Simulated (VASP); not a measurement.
Runs of VASP 6.6.1 on InP3. The structure is that of space group R-3m (No. 166), or close to it. The cells are those of the table. 

| cell | gap on the mesh (eV) | pressure (GPa) | largest force (eV/Å) |
| --- | --- | --- | --- |
| a = 5.340 Å, angles 88.2°, 8 atoms | none | 2.2 | 0.25 |
| a = 5.282 Å, angles 89.4°, 8 atoms | none | 4.9 | 0.51 |
| a = 5.311 Å, angles 88.8°, 8 atoms | none | (a) | 0.38 |
| a = 5.370 Å, angles 87.5°, 8 atoms | none | 1.1 | 0.11 |

Alike in all rows: task single point; level PBEsol; potentials or basis VASP PAW PBE potentials, release 64 (In_d, P); no spin polarisation; k mesh 6 × 6 × 6; cutoff (eV) 520; smearing gaussian 0.15 eV.

Task: Estimate the missing entries.

Result: (a) 3.5.

Caveats: semilocal functionals underestimate gaps, so a narrow gap can read as zero; the PAW data sets were made with another functional, which shifts forces and pressure a little; spin-orbit coupling is left out, which moves the levels of the heavy elements; the cell stands under pressure (at least some runs).

A k mesh can miss the band edges, and the runs leave out spin-orbit coupling on In.

A gap of «none» marks levels without a gap at the run's occupations.
